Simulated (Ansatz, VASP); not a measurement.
Given: the input of a run of Ansatz 0.2.0 on TiCo.

The input input.yaml:

```yaml
crystal:
  lattice:
    - [3.0058871358, 0.0, 0.0]
    - [0.0, 3.0058871358, 0.0]
    - [0.0, 0.0, 3.0058871358]
  atoms:
    - { symbol: Co, position: [0.5, 0.5, 0.5], spin: 2.0 }
    - { symbol: Ti, position: [0.0, 0.0, 0.0], spin: 1.0 }
hamiltonian:
  xc: r2scan
  pseudopotentials: { kind: paw }
magnetization:
  spin_polarized: true
kpoints:
  mp_grid: { grid: [9, 9, 9] }
scf:
  occupations: { method: fermi_dirac, width: 0.05 }
output:
  forces: true
  stress: true
  eigenvalues: true
```

Potentials or basis: Ansatz PAW.

Launch:

```sh
$ ansatz run input.yaml --threads 2 --pin off --max-ram 5632MiB --backend cpu --events-out ev --progress --plain --runs-dir out
```

Problem. Translate it to VASP 6.6.1. Potentials there: VASP PAW PBE potentials, release 64 (Co, Ti_sv).

Solution. As run (the cutoff follows the program's own potentials):

The input POSCAR:

```
TiCo
1.0
    3.0058871358      0.0000000000      0.0000000000
    0.0000000000      3.0058871358      0.0000000000
    0.0000000000      0.0000000000      3.0058871358
Co Ti
1 1
Direct
    0.5000000000      0.5000000000      0.5000000000
    0.0000000000      0.0000000000      0.0000000000
```

The input INCAR.step1:

```
SYSTEM = TiCo
ALGO = Normal ; EDIFF = 1E-4
ENCUT = 520 ; GGA = PE
ISMEAR = -1 ; ISPIN = 2
LASPH = .TRUE. ; LCHARG = .FALSE.
LMAXMIX = 4 ; LREAL = .FALSE.
LWAVE = .TRUE. ; MAGMOM = 2 1
NBANDS = 22 ; NELM = 150
PREC = Accurate ; SIGMA = 0.05
```

File INCAR.step2:

```
SYSTEM = TiCo
ALGO = Normal ; EDIFF = 1E-6
ENCUT = 520 ; ISIF = 2
ISMEAR = -1 ; ISPIN = 2
ISTART = 1 ; LASPH = .TRUE.
LCHARG = .FALSE. ; LMAXMIX = 4
LMIXTAU = .TRUE. ; LORBIT = 11
LREAL = .FALSE. ; LWAVE = .FALSE.
MAGMOM = 2 1 ; METAGGA = R2SCAN
NBANDS = 22 ; NELM = 150
PREC = Accurate ; SIGMA = 0.05
```

Contents of KPOINTS:

```
k-points
0
G
  9 9 9
  0 0 0
```

Potentials or basis: VASP PAW PBE potentials, release 64 (Co, Ti_sv).

The run is started by

```bash
$ cat potpaw_PBE.64/Co/POTCAR potpaw_PBE.64/Ti_sv/POTCAR > POTCAR
$ cp INCAR.step1 INCAR
$ mpirun -np 1 vasp_std > vasp.out
$ cp INCAR.step2 INCAR
$ mpirun -np 1 vasp_std > vasp.out
```

Both were run:

|  | VASP | Ansatz | Ansatz less VASP |
| --- | --- | --- | --- |
| gap on the k mesh at the Fermi level (eV) | none | none | - |
| pressure (GPa) | -2.3 | -2.6 | -0.31 |
| net moment per atom (μB) | 0.43 | 0.43 | 0.000 |
| size of the moment on the site where the two differ most (μB) | 1.41 | 1.44 | +0.029 |

VASP's potentials were made for PBE, not for r2SCAN. Site moments also hang on the region over which each program counts them. A gap of «none» marks a metal or a gap that the smearing closes. VASP's potentials hold 21 valence electrons a cell and Ansatz's 29, so a difference there can come from the potentials and not from the codes.

Noted on Ansatz's run: the magnetic or orbital state may not be the lowest.
